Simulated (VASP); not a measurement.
A run of VASP 6.6.1:

INCAR

```
PREC = Accurate
ENCUT = 520
EDIFF = 1E-6
ISMEAR = 0
SIGMA = 0.15
LREAL = F
LASPH = T
NELM = 80
ALGO = Normal
ISIF = 2
LWAVE = F
LCHARG = T
GGA = PS
LELF = T
LVHAR = T
NBANDS = 24
```

Contents of KPOINTS:

```
Automatic mesh
0
Gamma
  20 20 12
```

Contents of POSCAR:

```
TaN
1.0
    0.0000000000      0.0000000000      2.8707276426
    2.9239890448      0.0000000000      0.0000000000
    0.0000000000      5.0644975863      0.0000000000
Ta N
2 2
Direct
    0.5000000000      0.0128249455      0.3333333333
    0.5000000000      0.4871750545      0.8333333333
    0.0000000000      0.5055245712      0.5000000000
    0.0000000000     -0.0055245712      0.0000000000
```

Potentials or basis: VASP PAW PBE potentials, release 64 (Ta_pv, N).

The run is started by

```console
$ cat potpaw_PBE.64/Ta_pv/POTCAR potpaw_PBE.64/N/POTCAR > POTCAR
$ mpirun -np 1 vasp_std > vasp.out
```

Hardware: 1 thread of Intel(R) Xeon(R) Platinum 8375C CPU @ 2.90GHz (Ice Lake), on a shared host.

Problem. Estimate the wall time of this run.

Solution. Run time: 8.3 min on 1 thread of Intel(R) Xeon(R) Platinum 8375C CPU @ 2.90GHz (Ice Lake) (shared host), peak memory 0.75 GiB. Counts: scf iterations 12, k points 847.
